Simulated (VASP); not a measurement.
Here is a VASP 6.6.1 calculation.

The input INCAR:

```
SYSTEM = KI
PREC     = Accurate       ! precision mode
ENCUT    = 520            ! plane-wave cutoff, eV
EDIFF    = 1E-6           ! SCF threshold, eV
ISMEAR   = 1              ! smearing method
SIGMA    = 0.1            ! smearing width, eV
LREAL    = .FALSE.        ! projectors in reciprocal space
LASPH    = .TRUE.         ! aspherical terms in the spheres
NELM     = 60             ! most SCF steps
ALGO     = Normal         ! electronic algorithm
ISIF     = 2              ! what is computed and relaxed
LWAVE    = .FALSE.        ! write WAVECAR
LCHARG   = .FALSE.        ! write CHGCAR
GGA      = PS             ! functional
IVDW     = 12             ! dispersion correction
NBANDS   = 24             ! bands
```

The input KPOINTS:

```
Automatic mesh
0
G
  4 4 2
  0 0 0
```

The input POSCAR:

```
KI
1.0
    2.5126600000     -4.2552300000      0.0000000000
    2.5126600000      4.2552300000      0.0000000000
    0.0000000000      0.0000000000      8.6765900000
K I
2 2
Direct
    0.5000000000      0.5000000000      0.5000000000
    0.5000000000      0.5000000000      0.0000000000
    0.8402300000      0.1597700000      0.2500000000
    0.1597700000      0.8402300000      0.7500000000
```

Potentials or basis: VASP PAW PBE potentials, release 64 (K_sv, I).

Launch:

```sh
$ cat potpaw_PBE.64/K_sv/POTCAR potpaw_PBE.64/I/POTCAR > POTCAR
$ mpirun -np 1 vasp_std > vasp.out
```

(1) Estimate the dispersion energy per atom.

(2) Predict the band gap on the k mesh.

(3) Estimate the pressure.

(4) Predict the largest force.

Answers

(1) -0.224 eV.

(2) 3.61 eV, direct.

(3) -1.5 GPa.

(4) 0.030 eV/Å.

Caveat: three body term missing; the PAW data sets were made with another functional, which shifts forces and pressure a little; spin-orbit coupling is left out, which moves the levels of the heavy elements.
